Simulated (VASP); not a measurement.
# PbO2 (CdI2 type) (P-3m1) in VASP: density of states with PBE

Aim: the density of states of PbO2 (CdI2 type) with PBE.

Everything below comes from runs of VASP 6.6.1. Logs are shortened: lines on timing, memory, paths and dates and some standing lists are left out, and cuts for length are marked.

### 1 The cell of the first run

Symmetry: P-3m1, No. 164, trigonal system. The conventional cell has a = 3.416 Å, b = 3.416 Å, c = 5.315 Å, α = 90.00°, β = 90.00°, γ = 120.00°. Pb (site symmetry -3m) has 6 O at 2.24 Å within 3.0 Å. Within 3.0 Å of O (site symmetry 3m) lie 3 Pb at 2.24 Å and 3 O at 2.90 Å.

### 2 Density of states, PBE

POSCAR reads:

```
PbO2
1.0
    3.4156144843      0.0000000000      0.0000000000
   -1.7078072422      2.9580089129      0.0000000000
    0.0000000000      0.0000000000      5.3148800054
Pb O
1 2
Direct
    0.0000000000      0.0000000000      0.0000000000
    0.3333333333      0.6666666667      0.1996485799
    0.6666666667      0.3333333333      0.8003514201
```

INCAR.step1 reads:

```
PREC     = Accurate       # precision mode
ENCUT    = 520            # plane-wave cutoff, eV
EDIFF    = 1E-7           # SCF threshold, eV
ISMEAR   = -1             # smearing method
SIGMA    = 0.05           # smearing width, eV
LREAL    = F              # projectors in reciprocal space
LASPH    = T              # aspherical terms in the spheres
NELM     = 100            # most SCF steps
ALGO     = Normal         # electronic algorithm
ISIF     = 2              # what is computed and relaxed
LWAVE    = F              # write WAVECAR
LCHARG   = T              # write CHGCAR
GGA      = PE             # functional
NBANDS   = 20             # bands
```

KPOINTS.step1 reads:

```
Automatic mesh
0
Gamma
  14 14 8
```

INCAR.step2 reads:

```
PREC     = Accurate       # precision mode
ENCUT    = 520            # plane-wave cutoff, eV
EDIFF    = 1E-7           # SCF threshold, eV
ISMEAR   = -5             # smearing method
SIGMA    = 0.05           # smearing width, eV
LREAL    = F              # projectors in reciprocal space
LASPH    = T              # aspherical terms in the spheres
NELM     = 100            # most SCF steps
ALGO     = Normal         # electronic algorithm
ISIF     = 2              # what is computed and relaxed
LWAVE    = F              # write WAVECAR
LCHARG   = F              # write CHGCAR
GGA      = PE             # functional
LORBIT   = 11             # projections on sites
NBANDS   = 20             # bands
NEDOS    = 1001           # points of the DOS
ICHARG   = 11             # starting density
```

KPOINTS.step2 reads:

```
Automatic mesh
0
Gamma
  21 21 12
```

Potentials or basis: VASP PAW PBE potentials, release 64 (Pb_d, O).

Launch:

```bash
$ cat potpaw_PBE.64/Pb_d/POTCAR potpaw_PBE.64/O/POTCAR > POTCAR
$ cp INCAR.step1 INCAR
$ cp KPOINTS.step1 KPOINTS
$ mpirun -np 1 vasp_std > vasp.out
$ cp INCAR.step2 INCAR
$ cp KPOINTS.step2 KPOINTS
$ mpirun -np 1 vasp_std > vasp.out
```

OUTCAR:

```text
PREC = Accurate
   ENCUT = 520
   EDIFF = 1E-7
   ISMEAR = -5
   LREAL = F
   LASPH = T
   NELM = 100
   ISIF = 2
   GGA = PE
   LORBIT = 11
   ICHARG = 11

 ion  position               nearest neighbor table
   1  0.000  0.000  0.000-   2 2.24   3 2.24   2 2.24   3 2.24   3 2.24   2 2.24
   2  0.333  0.667  0.200-   1 2.24   1 2.24   1 2.24
   3  0.667  0.333  0.800-   1 2.24   1 2.24   1 2.24

  LATTYP: Found a hexagonal cell.
 ALAT       =     3.4156144843
 C/A-ratio  =     1.5560538316

  Lattice vectors:

 A1 = (   3.4156144843,   0.0000000000,   0.0000000000)
 A2 = (  -1.7078072422,   2.9580089129,   0.0000000000)
 A3 = (   0.0000000000,   0.0000000000,   5.3148800054)

Analysis of symmetry for initial positions (statically):
=====================================================================
 Subroutine PRICEL returns:
 Original cell was already a primitive cell.

 Routine SETGRP: Setting up the symmetry group for a
 hexagonal supercell.

 Subroutine GETGRP returns: Found 12 space group operations
 (whereof 12 operations were pure point group operations)
 out of a pool of 24 trial point group operations.

The static configuration has the point symmetry D_3d.

Analysis of symmetry for dynamics (positions and initial velocities):
=====================================================================
 Subroutine PRICEL returns:
 Original cell was already a primitive cell.

 Routine SETGRP: Setting up the symmetry group for a
 hexagonal supercell.

 Subroutine GETGRP returns: Found 12 space group operations
 (whereof 12 operations were pure point group operations)
 out of a pool of 24 trial point group operations.

The dynamic configuration has the point symmetry D_3d.

 Subroutine INISYM returns: Found 12 space group operations
 (whereof 12 operations are pure point group operations),
 and found     1 'primitive' translations

----------------------------------------------------------------------------------------

                                     Primitive cell

  volume of cell :      53.6985

  direct lattice vectors                    reciprocal lattice vectors
     3.415614484  0.000000000  0.000000000     0.292773088  0.169032621  0.000000000
    -1.707807242  2.958008913  0.000000000     0.000000000  0.338065242  0.000000000
     0.000000000  0.000000000  5.314880005     0.000000000  0.000000000  0.188151002

  length of vectors
     3.415614484  3.415614484  5.314880005     0.338065242  0.338065242  0.188151002

  position of ions in fractional coordinates (direct lattice)
     0.000000000  0.000000000  0.000000000
     0.333333333  0.666666667  0.199648580
     0.666666667  0.333333333  0.800351420

  ion indices of the primitive-cell ions
   primitive index   ion index
                 1           1
                 2           2
                 3           3

----------------------------------------------------------------------------------------

 KPOINTS: Automatic mesh

Automatic generation of k-mesh.
 Grid dimensions read from file:
 generate k-points for:   21   21   12

 Generating k-lattice:

  Cartesian coordinates                     Fractional coordinates (reciprocal lattice)
     0.013941576  0.008049172  0.000000000     0.047619048 -0.000000000  0.000000000
     0.000000000  0.016098345  0.000000000     0.000000000  0.047619048  0.000000000
     0.000000000  0.000000000  0.015679250     0.000000000  0.000000000  0.083333333

  Length of vectors
     0.016098345  0.016098345  0.015679250

  Shift w.r.t. Gamma in fractional coordinates (k-lattice)
     0.000000000  0.000000000  0.000000000

 TETIRR: Found   7808 inequivalent tetrahedra from    31752

 Subroutine IBZKPT returns following result:
 ===========================================

 Found    521 irreducible k-points:

 Following reciprocal coordinates:
            Coordinates               Weight
  0.000000  0.000000  0.000000      1.000000
  0.047619  0.000000  0.000000      6.000000
  0.095238  0.000000  0.000000      6.000000
  0.142857  0.000000  0.000000      6.000000
  0.190476  0.000000  0.000000      6.000000
  0.238095 -0.000000  0.000000      6.000000
[... 16 lines left out ...]
  0.142857  0.095238  0.000000     12.000000
  0.190476  0.095238  0.000000     12.000000
 [... further k-points ...]
   k-points           NKPTS =    521   k-points in BZ     NKDIM =    521   number of bands    NBANDS=     20
   number of dos      NEDOS =   1001   number of ions     NIONS =      3
   total plane-waves  NPLWV =  31360
   dimension x,y,z NGX =    28 NGY =   28 NGZ =   40
   dimension x,y,z NGXF=    56 NGYF=   56 NGZF=   80
   ions per type =               1   2
   NGX,Y,Z   is equivalent  to a cutoff of  13.63, 13.63, 12.51 a.u.
   NGXF,Y,Z  is equivalent  to a cutoff of  27.26, 27.26, 25.02 a.u.
 SYSTEM =  unknown system
   PREC   = accura    normal or accurate (medium, high low for compatibility)
   ISTART =      0    job   : 0-new  1-cont  2-samecut
   ICHARG =     11    charge: 1-file 2-atom 10-const
   ISPIN  =      1    spin polarized calculation?
   LNONCOLLINEAR =      F non collinear calculations
   LSORBIT =      F    spin-orbit coupling
   LASPH  =      T    aspherical Exc in radial PAW
   ENCUT  =  520.0 eV  38.22 Ry    6.18 a.u.   6.35  6.35  9.88*2*pi/ulx,y,z
   NELM   =    100;   NELMIN=  2; NELMDL=  0     # of ELM steps
   EDIFF  = 0.1E-06   stopping-criterion for ELM
   LREAL  =      F    real-space projection
   EDIFFG = 0.1E-05   stopping-criterion for IOM
   NSW    =      0    number of steps for IOM
   IBRION =     -1    ionic relax: 0-MD 1-quasi-New 2-CG
   NFREE  =      0    steps in history (QN), initial steepest desc. (CG)
   ISIF   =      2    stress and relaxation
   ISYM   =      2    0-nonsym 1-usesym 2-fastsym
   POTIM  = 0.5000    time-step for ionic-motion
   TEBEG  =    0.0;   TEEND  =   0.0 temperature during run
   PSTRESS=    0.0 pullay stress
   NELECT =      26.0000    total number of electrons
   NUPDOWN=      -1.0000    fix difference up-down
   EMIN   =  10.00;   EMAX   =-10.00  energy-range for DOS
   EFERMI =   0.00;   METHOD = LEGACY
   ISMEAR =    -5;   SIGMA  =   0.05  broadening in eV -4-tet -1-fermi 0-gaus
   EFERMI_NEDOS =   21; number of points for ismear=-14 and -15
   IALGO  =     38    algorithm
   IMIX   =      4    mixing-type and parameters
     AMIX     =   0.40;   BMIX     =  1.00
     AMIX_MAG =   1.60;   BMIX_MAG =  1.00
  volume/ion in A,a.u.               =      17.90       120.79
  Fermi-wavevector in a.u.,A,eV,Ry     =   1.285520  2.429280 22.484451  1.652561
  Thomas-Fermi vector in A             =   2.417649
   LORBIT       =     11    0 simple, 1 ext, 2 COOP (PROOUT), +10 PAW based schemes
   GGA     = PE    functional components
   LHFCALC =     F    Hartree Fock is set to
   AEXX    =    0.0000 exact exchange contribution
   IVDW    =     0    specifies the selected vdW correction
   LEPSILON=     F    determine dielectric tensor
   LRPA    =     F    only Hartree local field effects (RPA)
 non-spin polarized calculation
 Fermi weights with tetrahedron method with Bloechl corrections
  energy-cutoff  :      520.00
  volume of cell :       53.70
 maximum number of plane-waves:      1464
 NGX is ok and might be reduce to    28

 number of electron      25.9999995 magnetization

 Free energy of the ion-electron system (eV)
  ---------------------------------------------------
  ext. energy  EPLUGINS =         0.00000000
  ---------------------------------------------------
  free energy    TOTEN  =       -15.64463384 eV

  energy without entropy =      -15.64463384  energy(sigma->0) =      -15.64463384

 E-fermi :   1.5122     XC(G=0):  -9.0983

 val. band max:        1.4950446238   @ k =   0.3810   0.2381   0.5000
 cond. band min:       2.3486888050   @ k =   0.0000   0.0000   0.0000
 fundamental gap:      0.8536441812
 Fermi energy:         1.5122162475

 k-point     1 :       0.0000    0.0000    0.0000
  band No.  band energies     occupation
      1     -16.2040      2.00000
      2     -14.3997      2.00000
      3     -13.7068      2.00000
      4     -13.7068      2.00000
      5     -13.4170      2.00000
      6     -13.3913      2.00000
[... 12 lines left out ...]
     19      17.3114      0.00000
     20      18.1930      0.00000

 k-point     2 :       0.0476    0.0000    0.0000
  band No.  band energies     occupation
      1     -16.1825      2.00000
      2     -14.5113      2.00000
      3     -13.6995      2.00000
      4     -13.6056      2.00000
      5     -13.4154      2.00000
      6     -13.3919      2.00000
[... 12 lines left out ...]
     19      17.0054      0.00000
     20      18.3602      0.00000

 k-point     3 :       0.0952    0.0000    0.0000
  band No.  band energies     occupation
      1     -16.1200      2.00000
      2     -14.7325      2.00000
      3     -13.6787      2.00000
      4     -13.4968      2.00000
      5     -13.4108      2.00000
      6     -13.3932      2.00000
[... 12 lines left out ...]
     19      16.4005      0.00000
     20      18.7222      0.00000

 k-point     4 :       0.1429    0.0000    0.0000
  band No.  band energies     occupation
      1     -16.0228      2.00000
      2     -14.9638      2.00000
      3     -13.6475      2.00000
      4     -13.4838      2.00000
      5     -13.4022      2.00000
      6     -13.3933      2.00000
[... 429 lines left out ...]
 k-point    23 :       0.1429    0.0952    0.0000
  band No.  band energies     occupation
      1     -15.8504      2.00000
      2     -15.2546      2.00000
      3     -13.5784      2.00000
      4     -13.4932      2.00000
      5     -13.4154      2.00000
      6     -13.3583      2.00000
[... 12 lines left out ...]
     19      15.0889      0.00000
     20      17.7378      0.00000

 k-point    24 :       0.1905    0.0952    0.0000
  band No.  band energies     occupation
      1     -15.7472      2.00000
      2     -15.3892      2.00000
      3     -13.5443      2.00000
      4     -13.5046      2.00000
      5     -13.3930      2.00000
      6     -13.3459      2.00000
[... 12 lines left out ...]
     19      14.6793      0.00000
     20      17.1007      0.00000

 [... further k-points ...]
[... 5 lines left out ...]
  --------------------------------------------------------------------------------------
  -------------------------------------------------------------------------------------
  Total        0.1044740      0.1044740      0.0298649     -0.0000000     -0.0000000      0.0000000
  in kB        3.1171463      3.1171463      0.8910674     -0.0000000     -0.0000000      0.0000000
  external PRESSURE =       2.3751200 kB  Pullay stress =       0.0000000 kB

 VOLUME and BASIS-vectors are now :
 -----------------------------------------------------------------------------
  energy-cutoff  :      520.00
  volume of cell :       53.70
      direct lattice vectors                 reciprocal lattice vectors
     3.415614484  0.000000000  0.000000000     0.292773088  0.169032621  0.000000000
    -1.707807242  2.958008913  0.000000000     0.000000000  0.338065242  0.000000000
     0.000000000  0.000000000  5.314880005     0.000000000  0.000000000  0.188151002

 POSITION                                       TOTAL-FORCE (eV/Angst)
 -----------------------------------------------------------------------------------
      0.00000      0.00000      0.00000         0.000000      0.000000      0.000000
     -0.00000      1.97201      1.06111        -0.000000      0.000000      0.034391
      1.70781      0.98600      4.25377         0.000000     -0.000000     -0.034391
 -----------------------------------------------------------------------------------
    total drift:                                0.000000      0.000000     -0.000000

  FREE ENERGIE OF THE ION-ELECTRON SYSTEM (eV)
  ---------------------------------------------------
  free  energy   TOTEN  =       -15.6446338432 eV

  energy  without entropy=      -15.6446338432  energy(sigma->0) =      -15.64463384

 total charge

# of ion       s       p       d       tot
------------------------------------------
    1        1.080   0.746   9.996  11.823
    2        1.591   3.322   0.000   4.913
    3        1.591   3.322   0.000   4.913
--------------------------------------------------
tot          4.262   7.390   9.996  21.648
```

Wall time 6.4 min (1 thread of Intel Xeon Platinum 8488C (Sapphire Rapids), shared host); peak memory 0.58 GiB.

What came out:

```
Valence electrons inside the program's atomic spheres : Pb 11.82; O 4.91
```

Levels at points of the mesh, in eV from the valence-band top:
```
           k point  band 9  band 10  band 11  band 12  band 13  band 14  band 15  band 16  band 17  band 18
(0.00, 0.00, 0.00)   -1.19    -1.19    -0.41    -0.41    -0.26     0.85     5.36     9.65    10.48    10.48
(0.00, 0.00, 0.50)   -1.21    -1.21    -0.88    -0.38    -0.38     1.62     4.99    10.46    10.46    10.70
```

Caveat: spin-orbit coupling is left out, which moves the levels of the heavy elements.
